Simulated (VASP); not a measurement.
# Mg3Sb2 (P-3m1) in VASP: settings compared, part 2 of 2

VASP 6.6.1.

**4. Single point, HSE06**

This run uses another cell than the first one, of 26.22 Å³/atom.

POSCAR reads:

```
Mg3Sb2
1.0
    4.5715054100      0.0000000000      0.0000000000
   -2.2857527000      3.9590398200      0.0000000000
    0.0000000000      0.0000000000      7.2448996400
Mg Sb
3 2
Direct
    0.3333333300      0.6666666700      0.6335056500
    0.6666666700      0.3333333300      0.3664943500
    0.0000000000      0.0000000000      0.0000000000
    0.3333333300      0.6666666700      0.2286768400
    0.6666666700      0.3333333300      0.7713231600
```

INCAR.step1 reads:

```
SYSTEM = Mg3Sb2
PREC = Accurate ; ENCUT = 520
EDIFF = 1E-5 ; ISMEAR = -1
SIGMA = 0.02 ; LREAL = .False.
LASPH = .True. ; NELM = 120
ALGO = Normal ; ISIF = 2
LWAVE = .True. ; LCHARG = .False.
NBANDS = 16 ; GGA = PE
GGA_COMPAT = .False. ; KPAR = 4
```

INCAR.step2 reads:

```
SYSTEM = Mg3Sb2
PREC = Accurate ; ENCUT = 520
EDIFF = 1E-6 ; ISMEAR = -1
SIGMA = 0.02 ; LREAL = .False.
LASPH = .True. ; NELM = 120
ALGO = Normal ; ISIF = 2
LWAVE = .False. ; LCHARG = .False.
GGA = PE ; LHFCALC = .True.
HFSCREEN = 0.2079 ; PRECFOCK = Normal
NBANDS = 16 ; ISTART = 1
GGA_COMPAT = .False. ; KPAR = 4
```

KPOINTS reads:

```
Automatic mesh
0
Gamma
  6 6 4
  0 0 0
```

Launch:

```
$ cat potpaw_PBE.64/Mg/POTCAR potpaw_PBE.64/Sb/POTCAR > POTCAR
$ cp INCAR.step1 INCAR
$ mpirun -np 4 vasp_std > vasp.out
$ cp INCAR.step2 INCAR
$ mpirun -np 4 vasp_std > vasp.out
```

It took 65 min on 4 MPI ranks of AMD EPYC 7R43 (Zen 3), shared host; peak memory 0.4 GiB.

It converged, with:

```
Free energy            : -17.2106 eV
Pressure               : -0.7 GPa
Largest force          : 0.021 eV/Å
Band gap on the k mesh : 0.71 eV (least direct gap 1.77 eV)
```

Forces on the atoms (eV/Å):
```
Mg   0.000  0.000  0.021
Mg   0.000  0.000 -0.021
Mg   0.000  0.000  0.000
Sb   0.000  0.000 -0.020
Sb   0.000  0.000  0.020
```

Stress tensor (GPa, compression positive):
```
-0.67  0.00  0.00
 0.00 -0.67  0.00
 0.00  0.00 -0.75
```

Levels at points of the mesh, in eV from the valence-band top:
```csv
k point,band 4,band 5,band 6,band 7,band 8,band 9,band 10,band 11,band 12,band 13
"(0.00, 0.00, 0.00)",-1.20,-1.20,-0.43,-0.43,0.00,1.77,1.84,3.69,3.69,4.55
"(0.50, 0.00, 0.00)",-4.13,-3.53,-2.52,-2.32,-0.99,0.89,2.57,2.67,3.44,5.84
"(0.00, 0.00, 0.50)",-3.24,-0.88,-0.88,-0.79,-0.79,2.40,2.53,3.35,3.35,4.20
"(0.50, 0.00, 0.50)",-5.04,-2.00,-1.81,-1.77,-1.66,0.94,1.85,2.31,2.78,5.34
```

Caveat: the PAW data sets were made with another functional, which shifts forces and pressure a little; spin-orbit coupling is left out, which moves the levels of the heavy elements.

**5. Relaxation of the atoms, r2SCAN**

This run uses another cell than the first one, of 26.22 Å³/atom.

POSCAR is that of step 4.

INCAR.step1 reads:

```
PREC = Accurate ; ENCUT = 580
ISMEAR = -1 ; SIGMA = 0.02
LREAL = False ; LASPH = True
NELM = 120 ; GGA = PE
ALGO = Normal ; EDIFF = 1E-5
LWAVE = True ; LCHARG = False
GGA_COMPAT = False ; IBRION = 2
EDIFFG = -0.01 ; NELMIN = 4
NSW = 100
```

INCAR.step2 reads:

```
PREC = Accurate ; ENCUT = 580
EDIFF = 1E-7 ; ISMEAR = -1
SIGMA = 0.02 ; LREAL = False
LASPH = True ; NELM = 120
ALGO = Normal ; ISIF = 2
LWAVE = False ; LCHARG = False
METAGGA = R2SCAN ; LMIXTAU = True
IBRION = 2 ; NSW = 50
EDIFFG = -0.01 ; ISTART = 1
GGA_COMPAT = False ; NELMIN = 4
```

KPOINTS reads:

```
regular mesh
0
Gamma
  6 6 4
```

Launch:

```
$ cat potpaw_PBE.64/Mg/POTCAR potpaw_PBE.64/Sb/POTCAR > POTCAR
$ cp INCAR.step1 INCAR
$ mpirun -np 1 vasp_std > vasp.out
$ cp INCAR.step2 INCAR
$ mpirun -np 1 vasp_std > vasp.out
```

Wall time 2.6 min (1 thread of Intel Xeon Platinum 8488C (Sapphire Rapids), shared host); peak memory 0.3 GiB.

Results (log left out):

| Item | Value |
| --- | --- |
| Free energy | -66.2526 eV |
| Pressure after relaxing | -0.1 GPa |
| Largest force after relaxing | 0.009 eV/Å |
| Band gap on the k mesh | 0.56 eV (least direct gap 1.74 eV) |

Forces on the atoms (eV/Å):
```
Mg   0.000  0.000  0.001
Mg   0.000  0.000 -0.001
Mg   0.000  0.000  0.000
Sb   0.000  0.000 -0.009
Sb   0.000  0.000  0.009
```

Final structure:
```
CELL_PARAMETERS angstrom
4.57151 0.00000 0.00000
-2.28575 3.95904 0.00000
0.00000 0.00000 7.24490
ATOMIC_POSITIONS crystal
Mg 0.33333 0.66667 0.63351
Mg 0.66667 0.33333 0.36649
Mg 0.00000 0.00000 0.00000
Sb 0.33333 0.66667 0.22868
Sb 0.66667 0.33333 0.77132
```

Levels at points of the mesh, in eV from the valence-band top:
```tsv
k point	band 6	band 7	band 8	band 9	band 10	band 11
(0.00, 0.00, 0.00)	-0.42	-0.42	0.00	1.76	1.77	3.41
(0.50, 0.00, 0.00)	-2.39	-2.20	-0.96	0.79	2.43	2.46
(0.00, 0.00, 0.50)	-0.84	-0.76	-0.76	2.28	2.45	3.06
(0.50, 0.00, 0.50)	-1.73	-1.69	-1.57	0.87	1.68	2.15
```

Caveat: the relaxation stopped at its first step, so nothing moved; semilocal functionals underestimate gaps, and a narrow one can read as zero; the PAW data sets were made with another functional, which shifts forces and pressure a little; spin-orbit coupling is left out, which moves the levels of the heavy elements.

**6. The runs side by side**

| task | level | cell | cutoff (eV) | grid for exact exchange (PRECFOCK) | share of exact exchange | screening parameter | gap on the mesh (eV) | pressure (GPa) | largest force (eV/Å) |
| --- | --- | --- | --- | --- | --- | --- | --- | --- | --- |
| relaxation of the atoms | r2SCAN | atoms relaxed from a = 4.632, b = 4.632, c = 7.340 Å, angles 90.0, 90.0, 120.0°, 5 atoms | 580 | - | - | - | 0.61 | -1.8 | 0.01 |
| relaxation of the atoms | r2SCAN | atoms relaxed from a = 4.661, b = 4.661, c = 7.387 Å, angles 90.0, 90.0, 120.0°, 5 atoms | 580 | - | - | - | 0.62 | -2.5 | 0.01 |
| single point | HSE06 | a = 4.572, b = 4.572, c = 7.245 Å, angles 90.0, 90.0, 120.0°, 5 atoms | 520 | Normal | 0.25 | 0.2079 1/Å | 0.71 | -0.7 | 0.02 |
| relaxation of the atoms | r2SCAN | atoms relaxed from a = 4.572, b = 4.572, c = 7.245 Å, angles 90.0, 90.0, 120.0°, 5 atoms | 580 | - | - | - | 0.56 | -0.1 | 0.01 |

Alike in all rows: potentials or basis VASP PAW PBE potentials, release 64 (Mg, Sb); no spin polarisation; k mesh 6 × 6 × 4; smearing fermi-dirac 0.02 eV.

Caveats: the PAW data sets were made with another functional, which shifts forces and pressure a little; spin-orbit coupling is left out, which moves the levels of the heavy elements; semilocal functionals underestimate gaps, and a narrow one can read as zero (at least some runs); the relaxation stopped at its first step, so nothing moved (at least some runs).

Total energies depend on the potentials used, so only differences within one code and one set of settings carry meaning.
